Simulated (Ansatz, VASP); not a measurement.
# LaHg in VASP and in Ansatz

The input INCAR:

```
SYSTEM = LaHg
PREC     = Accurate       ! precision mode
ENCUT    = 400            ! plane-wave cutoff, eV
EDIFF    = 1E-8           ! SCF threshold, eV
ISMEAR   = -1             ! smearing method
SIGMA    = 0.08           ! smearing width, eV
LREAL    = .False.        ! projectors in reciprocal space
LASPH    = .True.         ! aspherical terms in the spheres
NELM     = 200            ! most SCF steps
ALGO     = Normal         ! electronic algorithm
ISIF     = 2              ! what is computed and relaxed
LWAVE    = .False.        ! write WAVECAR
LCHARG   = .False.        ! write CHGCAR
LEFG     = .True.       
NBANDS   = 18             ! bands
GGA_COMPAT= .False.      
LMAXMIX  = 6              ! l up to which the mixer works
```

Contents of KPOINTS:

```
Automatic mesh
0
Gamma
  11 11 11
  0 0 0
```

Contents of POSCAR:

```
LaHg
1.0
    3.8241671282      0.0000000000      0.0000000000
    0.0000000000      3.8241671282      0.0000000000
    0.0000000000      0.0000000000      3.8241671282
La Hg
1 1
Direct
    0.5000000000      0.5000000000      0.5000000000
    0.0000000000      0.0000000000      0.0000000000
```

Input for Ansatz:

```yaml
crystal:
  lattice:
    - [3.8241671282, 0.0, 0.0]
    - [0.0, 3.8241671282, 0.0]
    - [0.0, 0.0, 3.8241671282]
  atoms:
    - { symbol: La, position: [0.5, 0.5, 0.5] }
    - { symbol: Hg, position: [0.0, 0.0, 0.0] }
kpoints:
  mp_grid: { grid: [11, 11, 11] }
scf:
  occupations: { method: fermi_dirac, width: 0.08 }
hamiltonian:
  xc: lda
  pseudopotentials: { kind: all_electron, datasets: crystal }
output:
  forces: true
  stress: true
  eigenvalues: true
  efg: { contact_densities: true }
```

Change from the starting cell: volume scaled by 0.99, crystal datasets.

Alike in both runs: task electric field gradients; functional LDA; k mesh 11 × 11 × 11; occupations fermi-dirac, width 0.08 eV; no spin polarisation.

|  | VASP | Ansatz |
| --- | --- | --- |
| version | VASP 6.6.1 | Ansatz 0.2.0 |
| potentials or method | VASP PAW LDA potentials, release 64 (La, Hg), cutoff 400 eV | all-electron PAW with datasets made for the crystal, scalar-relativistic |

|  | VASP | Ansatz | Ansatz less VASP |
| --- | --- | --- | --- |
| pressure (GPa) | -1.2 | -1.3 | -0.16 |

LDA's correlation is that of Perdew and Zunger in VASP and of Perdew and Wang (1992) in Ansatz. Ansatz ran all-electron here, and VASP with PAW potentials.

Spin-orbit coupling is off throughout.
